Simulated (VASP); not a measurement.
# Ta (Im-3m) in VASP: further runs

Ta is run at these levels: PBEsol; tasks: single point.

Program: VASP 6.6.1. These are calculated values, not measurements. Logs are shortened: lines on timing, memory, paths and dates and some standing lists are left out, and cuts for length are marked.

### 1 The cell of the first run

It takes space group Im-3m (No. 229, cubic). Conventional cell: a = 3.303 Å, b = 3.303 Å, c = 3.303 Å, α = 90.00°, β = 90.00°, γ = 90.00°. Within 3.8 Å of Ta (site symmetry m-3m) lie 14 Ta at 2.86 to 3.30 Å.

### 2 Single point, PBEsol

The input, INCAR:

```
PREC = Accurate
ENCUT = 520
EDIFF = 1E-7
ISMEAR = 0
SIGMA = 0.1
LREAL = F
LASPH = T
NELM = 100
ALGO = Normal
ISIF = 2
LWAVE = F
LCHARG = F
GGA = PS
NBANDS = 12
```

The input, KPOINTS:

```
regular mesh
0
Gamma
  8 8 8
```

The input, POSCAR:

```
Ta
1.0
   -1.6512800000      1.6512800000      1.6512800000
    1.6512800000     -1.6512800000      1.6512800000
    1.6512800000      1.6512800000     -1.6512800000
Ta
1
Direct
    0.0000000000      0.0000000000      0.0000000000
```

Potentials or basis: VASP PAW PBE potentials, release 64 (Ta_pv).

Launch:

```sh
cat potpaw_PBE.64/Ta_pv/POTCAR > POTCAR
mpirun -np 1 vasp_std > vasp.out
```

OUTCAR:

```text
PREC = Accurate
   ENCUT = 520
   EDIFF = 1E-7
   ISMEAR = 0
   LREAL = F
   LASPH = T
   NELM = 100
   ISIF = 2
   GGA = PS

 ion  position               nearest neighbor table
   1  0.000  0.000  0.000-

  LATTYP: Found a body centered cubic cell.
 ALAT       =     3.3025600000

  Lattice vectors:

 A1 = (  -1.6512800000,   1.6512800000,   1.6512800000)
 A2 = (   1.6512800000,  -1.6512800000,   1.6512800000)
 A3 = (   1.6512800000,   1.6512800000,  -1.6512800000)

Analysis of symmetry for initial positions (statically):
=====================================================================
 Subroutine PRICEL returns:
 Original cell was already a primitive cell.

 Routine SETGRP: Setting up the symmetry group for a
 body centered cubic supercell.

 Subroutine GETGRP returns: Found 48 space group operations
 (whereof 48 operations were pure point group operations)
 out of a pool of 48 trial point group operations.

The static configuration has the point symmetry O_h .

Analysis of symmetry for dynamics (positions and initial velocities):
=====================================================================
 Subroutine PRICEL returns:
 Original cell was already a primitive cell.

 Routine SETGRP: Setting up the symmetry group for a
 body centered cubic supercell.

 Subroutine GETGRP returns: Found 48 space group operations
 (whereof 48 operations were pure point group operations)
 out of a pool of 48 trial point group operations.

The dynamic configuration has the point symmetry O_h .

 Subroutine INISYM returns: Found 48 space group operations
 (whereof 48 operations are pure point group operations),
 and found     1 'primitive' translations

----------------------------------------------------------------------------------------

                                     Primitive cell

  volume of cell :      18.0104

  direct lattice vectors                    reciprocal lattice vectors
    -1.651280000  1.651280000  1.651280000     0.000000000  0.302795407  0.302795407
     1.651280000 -1.651280000  1.651280000     0.302795407  0.000000000  0.302795407
     1.651280000  1.651280000 -1.651280000     0.302795407  0.302795407  0.000000000

  length of vectors
     2.860100858  2.860100858  2.860100858     0.428217371  0.428217371  0.428217371

  position of ions in fractional coordinates (direct lattice)
     0.000000000  0.000000000  0.000000000

  ion indices of the primitive-cell ions
   primitive index   ion index
                 1           1

----------------------------------------------------------------------------------------

 KPOINTS: regular mesh

Automatic generation of k-mesh.
 Grid dimensions read from file:
 generate k-points for:    8    8    8

 Generating k-lattice:

  Cartesian coordinates                     Fractional coordinates (reciprocal lattice)
     0.000000000  0.037849426  0.037849426     0.125000000  0.000000000  0.000000000
     0.037849426  0.000000000  0.037849426     0.000000000  0.125000000  0.000000000
     0.037849426  0.037849426  0.000000000     0.000000000  0.000000000  0.125000000

  Length of vectors
     0.053527171  0.053527171  0.053527171

  Shift w.r.t. Gamma in fractional coordinates (k-lattice)
     0.000000000  0.000000000  0.000000000

 Subroutine IBZKPT returns following result:
 ===========================================

 Found     29 irreducible k-points:

 Following reciprocal coordinates:
            Coordinates               Weight
  0.000000  0.000000  0.000000      1.000000
  0.125000  0.000000  0.000000     12.000000
  0.250000  0.000000  0.000000     12.000000
  0.375000  0.000000  0.000000     12.000000
  0.500000  0.000000  0.000000      6.000000
  0.125000  0.125000  0.000000     24.000000
[... 16 lines left out ...]
 -0.250000  0.250000  0.250000      6.000000
 -0.375000  0.375000  0.250000     24.000000
 [... further k-points ...]
   k-points           NKPTS =     29   k-points in BZ     NKDIM =     29   number of bands    NBANDS=     12
   number of dos      NEDOS =    301   number of ions     NIONS =      1
   total plane-waves  NPLWV =  13824
   dimension x,y,z NGX =    24 NGY =   24 NGZ =   24
   dimension x,y,z NGXF=    48 NGYF=   48 NGZF=   48
   ions per type =               1
   NGX,Y,Z   is equivalent  to a cutoff of  13.95, 13.95, 13.95 a.u.
   NGXF,Y,Z  is equivalent  to a cutoff of  27.90, 27.90, 27.90 a.u.
 SYSTEM =  unknown system
   PREC   = accura    normal or accurate (medium, high low for compatibility)
   ISTART =      0    job   : 0-new  1-cont  2-samecut
   ICHARG =      2    charge: 1-file 2-atom 10-const
   ISPIN  =      1    spin polarized calculation?
   LNONCOLLINEAR =      F non collinear calculations
   LSORBIT =      F    spin-orbit coupling
   LASPH  =      T    aspherical Exc in radial PAW
   ENCUT  =  520.0 eV  38.22 Ry    6.18 a.u.   5.32  5.32  5.32*2*pi/ulx,y,z
   NELM   =    100;   NELMIN=  2; NELMDL= -5     # of ELM steps
   EDIFF  = 0.1E-06   stopping-criterion for ELM
   LREAL  =      F    real-space projection
   EDIFFG = 0.1E-05   stopping-criterion for IOM
   NSW    =      0    number of steps for IOM
   IBRION =     -1    ionic relax: 0-MD 1-quasi-New 2-CG
   NFREE  =      0    steps in history (QN), initial steepest desc. (CG)
   ISIF   =      2    stress and relaxation
   ISYM   =      2    0-nonsym 1-usesym 2-fastsym
   POTIM  = 0.5000    time-step for ionic-motion
   TEBEG  =    0.0;   TEEND  =   0.0 temperature during run
   PSTRESS=    0.0 pullay stress
   NELECT =      11.0000    total number of electrons
   NUPDOWN=      -1.0000    fix difference up-down
   EMIN   =  10.00;   EMAX   =-10.00  energy-range for DOS
   EFERMI =   0.00;   METHOD = LEGACY
   ISMEAR =     0;   SIGMA  =   0.10  broadening in eV -4-tet -1-fermi 0-gaus
   EFERMI_NEDOS =   21; number of points for ismear=-14 and -15
   IALGO  =     38    algorithm
   IMIX   =      4    mixing-type and parameters
     AMIX     =   0.40;   BMIX     =  1.00
     AMIX_MAG =   1.60;   BMIX_MAG =  1.00
  volume/ion in A,a.u.               =      18.01       121.54
  Fermi-wavevector in a.u.,A,eV,Ry     =   1.388988  2.624806 26.249534  1.929286
  Thomas-Fermi vector in A             =   2.513061
   LORBIT       =      0    0 simple, 1 ext, 2 COOP (PROOUT), +10 PAW based schemes
   GGA     = PS    functional components
   LHFCALC =     F    Hartree Fock is set to
   AEXX    =    0.0000 exact exchange contribution
   IVDW    =     0    specifies the selected vdW correction
   LEPSILON=     F    determine dielectric tensor
   LRPA    =     F    only Hartree local field effects (RPA)
 non-spin polarized calculation
 Gauss-broadening in eV      SIGMA  =   0.10
  energy-cutoff  :      520.00
  volume of cell :       18.01
 maximum number of plane-waves:       496
 NGX is ok and might be reduce to    24
   NGX = 11   NGY = 11   NGZ = 11

 number of electron      11.0000002 magnetization

 Free energy of the ion-electron system (eV)
  ---------------------------------------------------
  ext. energy  EPLUGINS =         0.00000000
  ---------------------------------------------------
  free energy    TOTEN  =       -12.57497896 eV

  energy without entropy =      -12.57132439  energy(sigma->0) =      -12.57315168

 E-fermi :   5.3311     XC(G=0): -12.7242

 val. band max:        5.2360651839   @ k =   0.2500   0.0000   0.0000
 cond. band min:       5.3762865149   @ k =  -0.2500   0.2500   0.1250
 fundamental gap:      0.1402213310
 Fermi energy:         5.3310659772

 k-point     1 :       0.0000    0.0000    0.0000
  band No.  band energies     occupation
      1     -27.6769      2.00000
      2     -27.6769      2.00000
      3     -27.6769      2.00000
      4      -2.6098      2.00000
      5       6.0560      0.00000
      6       6.0560      0.00000
      7       6.0560      0.00000
      8       9.3234      0.00000
      9       9.3234      0.00000
     10      20.0202      0.00000
     11      20.3586      0.00000
     12      20.3586      0.00000

 k-point     2 :       0.1250    0.0000    0.0000
  band No.  band energies     occupation
      1     -27.8637      2.00000
      2     -27.7346      2.00000
      3     -27.6779      2.00000
      4      -1.9315      2.00000
      5       5.6344      0.00002
      6       5.8765      0.00000
      7       6.7359      0.00000
      8       8.7896      0.00000
      9       9.3370      0.00000
     10      20.0191      0.00000
     11      20.8899      0.00000
     12      21.5489      0.00000

 k-point     3 :       0.2500    0.0000    0.0000
  band No.  band energies     occupation
      1     -28.2940      2.00000
      2     -27.8715      2.00000
      3     -27.6805      2.00000
      4      -0.3109      2.00000
      5       4.7681      2.00000
      6       5.2361      1.82089
      7       8.6641      0.00000
      8       8.7411      0.00000
      9       9.5113      0.00000
     10      20.0114      0.00000
     11      20.5334      0.00000
     12      22.1092      0.00000
[... 286 lines left out ...]
 k-point    23 :      -0.2500    0.2500    0.2500
  band No.  band energies     occupation
      1     -28.3171      2.00000
      2     -28.0821      2.00000
      3     -28.0821      2.00000
      4       1.6056      2.00000
      5       4.3782      2.00000
      6       6.5858      0.00000
      7       6.5858      0.00000
      8       8.5305      0.00000
      9      10.3449      0.00000
     10      19.8841      0.00000
     11      20.1282      0.00000
     12      24.7577      0.00000

 k-point    24 :      -0.3750    0.3750    0.2500
  band No.  band energies     occupation
      1     -28.5605      2.00000
      2     -28.2263      2.00000
      3     -28.1180      2.00000
      4       2.4944      2.00000
      5       3.3403      2.00000
      6       6.5962      0.00000
      7       7.2803      0.00000
      8      10.7667      0.00000
      9      10.8443      0.00000
     10      19.3120      0.00000
     11      20.0495      0.00000
     12      21.6392      0.00000

 [... further k-points ...]

------------------------ aborting loop because EDIFF is reached ----------------------------------------

  FORCE on cell =-STRESS in cart. coord.  units (eV):
  Direction    XX          YY          ZZ          XY          YZ          ZX
  --------------------------------------------------------------------------------------
  -------------------------------------------------------------------------------------
  Total       -0.6409830     -0.6409830     -0.6409830     -0.0000000     -0.0000000     -0.0000000
  in kB      -57.0210143    -57.0210143    -57.0210143     -0.0000000     -0.0000000     -0.0000000
  external PRESSURE =     -57.0210143 kB  Pullay stress =       0.0000000 kB

 VOLUME and BASIS-vectors are now :
 -----------------------------------------------------------------------------
  energy-cutoff  :      520.00
  volume of cell :       18.01
      direct lattice vectors                 reciprocal lattice vectors
    -1.651280000  1.651280000  1.651280000     0.000000000  0.302795407  0.302795407
     1.651280000 -1.651280000  1.651280000     0.302795407  0.000000000  0.302795407
     1.651280000  1.651280000 -1.651280000     0.302795407  0.302795407  0.000000000

 POSITION                                       TOTAL-FORCE (eV/Angst)
 -----------------------------------------------------------------------------------
      0.00000      0.00000      0.00000         0.000000      0.000000      0.000000
 -----------------------------------------------------------------------------------
    total drift:                               -0.000000     -0.000000      0.000000

  FREE ENERGIE OF THE ION-ELECTRON SYSTEM (eV)
  ---------------------------------------------------
  free  energy   TOTEN  =       -12.5749789648 eV

  energy  without entropy=      -12.5713243887  energy(sigma->0) =      -12.57315168
```

It took 8.1 s on 1 thread of AMD EPYC 7R43 (Zen 3), shared host; peak memory 0.11 GiB.

Results:

```
Free energy : -12.5750 eV
Pressure    : -5.7 GPa
```

Caveat: the PAW data sets were made with another functional, which shifts forces and pressure a little; spin-orbit coupling is left out, which moves the levels of the heavy elements.

### 3 Single point, PBEsol (volume scaled by 0.88)

The input, INCAR:

```
SYSTEM = Ta
  ALGO = Normal
  EDIFF = 1E-6
  ENCUT = 520
  GGA = PS
  ISIF = 2
  ISMEAR = 0
  LASPH = .TRUE.
  LCHARG = .FALSE.
  LREAL = .FALSE.
  LWAVE = .FALSE.
  NBANDS = 12
  NELM = 80
  PREC = Accurate
  SIGMA = 0.1
```

The input, KPOINTS:

```
k-points
0
G
  18 18 18
  0 0 0
```

The input, POSCAR:

```
Ta
1.0
   -1.5718346390      1.5718346390      1.5718346390
    1.5718346390     -1.5718346390      1.5718346390
    1.5718346390      1.5718346390     -1.5718346390
Ta
1
Direct
    0.0000000000      0.0000000000      0.0000000000
```

Potentials or basis: VASP PAW PBE potentials, release 64 (Ta_pv).

Launch:

```sh
cat potpaw_PBE.64/Ta_pv/POTCAR > POTCAR
mpirun -np 1 vasp_std > vasp.out
```

Wall time 22 s (1 thread of AMD EPYC 7R43 (Zen 3), shared host); peak memory 0.12 GiB.

It converged, with:

| Quantity | Value |
| --- | --- |
| Free energy | -12.3463 eV |
| Pressure | 34.7 GPa |

Levels at points of the mesh, in eV from the Fermi level:
```csv
k point,band 2,band 3,band 4,band 5,band 6,band 7,band 8,band 9
"(0.00, 0.00, 0.00)",-32.40,-32.40,-8.44,0.71,0.71,0.71,4.54,4.54
"(0.50, 0.00, 0.00)",-32.99,-32.42,-5.08,-2.03,2.47,4.54,5.75,9.39
"(0.50, 0.50, 0.50)",-33.69,-33.69,-4.77,-4.77,8.16,8.16,8.16,10.19
```

Caveat: the PAW data sets were made with another functional, which shifts forces and pressure a little; spin-orbit coupling is left out, which moves the levels of the heavy elements.

### 4 Single point, PBEsol (volume scaled by 0.91)

The input, INCAR:

```
ALGO = Fast
EDIFF = 1E-6
ENCUT = 520
GGA = PS
ISIF = 2
ISMEAR = 0
LASPH = T
LCHARG = F
LREAL = F
LWAVE = F
NBANDS = 12
NELM = 60
PREC = Accurate
SIGMA = 0.1
```

The input, KPOINTS:

```
k-points
0
Gamma
  18 18 18
```

The input, POSCAR:

```
Ta
1.0
   -1.5894971807      1.5894971807      1.5894971807
    1.5894971807     -1.5894971807      1.5894971807
    1.5894971807      1.5894971807     -1.5894971807
Ta
1
Direct
    0.0000000000      0.0000000000      0.0000000000
```

Launch:

```sh
cat potpaw_PBE.64/Ta_pv/POTCAR > POTCAR
mpirun -np 1 vasp_std > vasp.out
```

Wall time 29 s (1 thread of AMD EPYC 7R43 (Zen 3), shared host); peak memory 0.11 GiB.

The run converged. Its results:

```yaml
Free_energy: -12.4433 eV
Pressure: 24.2 GPa
```

Levels at points of the mesh, in eV from the Fermi level:
| k point | band 3 | band 4 | band 5 | band 6 | band 7 | band 8 |
| --- | --- | --- | --- | --- | --- | --- |
| (0.00, 0.00, 0.00) | -32.54 | -8.33 | 0.72 | 0.72 | 0.72 | 4.42 |
| (0.50, 0.00, 0.00) | -32.56 | -4.91 | -1.91 | 2.25 | 4.39 | 5.56 |
| (0.50, 0.50, 0.50) | -33.71 | -4.53 | -4.53 | 7.85 | 7.85 | 7.85 |

Caveat: the PAW data sets were made with another functional, which shifts forces and pressure a little; spin-orbit coupling is left out, which moves the levels of the heavy elements.

### 5 Single point, PBEsol (volume scaled by 0.94)

The input, INCAR:

```
SYSTEM = Ta
PREC     = Accurate       ! precision mode
ENCUT    = 520            ! plane-wave cutoff, eV
EDIFF    = 1E-6           ! SCF threshold, eV
ISMEAR   = 0              ! smearing method
SIGMA    = 0.1            ! smearing width, eV
LREAL    = .FALSE.        ! projectors in reciprocal space
LASPH    = .TRUE.         ! aspherical terms in the spheres
NELM     = 80             ! most SCF steps
ALGO     = Normal         ! electronic algorithm
ISIF     = 2              ! what is computed and relaxed
LWAVE    = .FALSE.        ! write WAVECAR
LCHARG   = .FALSE.        ! write CHGCAR
GGA      = PS             ! functional
NBANDS   = 12             ! bands
```

The input, KPOINTS:

```
Automatic mesh
0
G
  18 18 18
  0 0 0
```

The input, POSCAR:

```
Ta
1.0
   -1.6067756777      1.6067756777      1.6067756777
    1.6067756777     -1.6067756777      1.6067756777
    1.6067756777      1.6067756777     -1.6067756777
Ta
1
Direct
    0.0000000000      0.0000000000      0.0000000000
```

Launch:

```sh
cat potpaw_PBE.64/Ta_pv/POTCAR > POTCAR
mpirun -np 1 vasp_std > vasp.out
```

Wall time 35 s (1 thread of AMD EPYC 7R43 (Zen 3), shared host); peak memory 0.13 GiB.

The run converged. Its results:

```
Free energy : -12.5077 eV
Pressure    : 14.9 GPa
```

Levels at points of the mesh, in eV from the Fermi level:
```tsv
k point	band 3	band 4	band 5	band 6	band 7	band 8	band 9	band 10
(0.00, 0.00, 0.00)	-32.68	-8.23	0.72	0.72	0.72	4.29	4.29	15.44
(0.50, 0.00, 0.00)	-32.70	-4.76	-1.80	2.04	4.24	5.36	8.66	12.36
(0.50, 0.50, 0.50)	-33.74	-4.32	-4.32	7.55	7.55	7.55	9.47	9.47
```

Caveat: the PAW data sets were made with another functional, which shifts forces and pressure a little; spin-orbit coupling is left out, which moves the levels of the heavy elements.

### 6 The runs side by side

| cell | k mesh | gap on the mesh (eV) | pressure (GPa) |
| --- | --- | --- | --- |
| a = 2.860 Å, angles 109.5°, 1 atom | 8 × 8 × 8 | none | -5.7 |
| a = 2.722 Å, angles 109.5°, 1 atom | 18 × 18 × 18 | none | 34.7 |
| a = 2.753 Å, angles 109.5°, 1 atom | 18 × 18 × 18 | none | 24.2 |
| a = 2.783 Å, angles 109.5°, 1 atom | 18 × 18 × 18 | none | 14.9 |

Alike in all rows: task single point; level PBEsol; potentials or basis VASP PAW PBE potentials, release 64 (Ta_pv); no spin polarisation; cutoff (eV) 520; smearing gaussian 0.1 eV.

Caveats: the PAW data sets were made with another functional, which shifts forces and pressure a little; spin-orbit coupling is left out, which moves the levels of the heavy elements.

Total energies depend on the potentials used, so only differences within one code and one set of settings carry meaning.
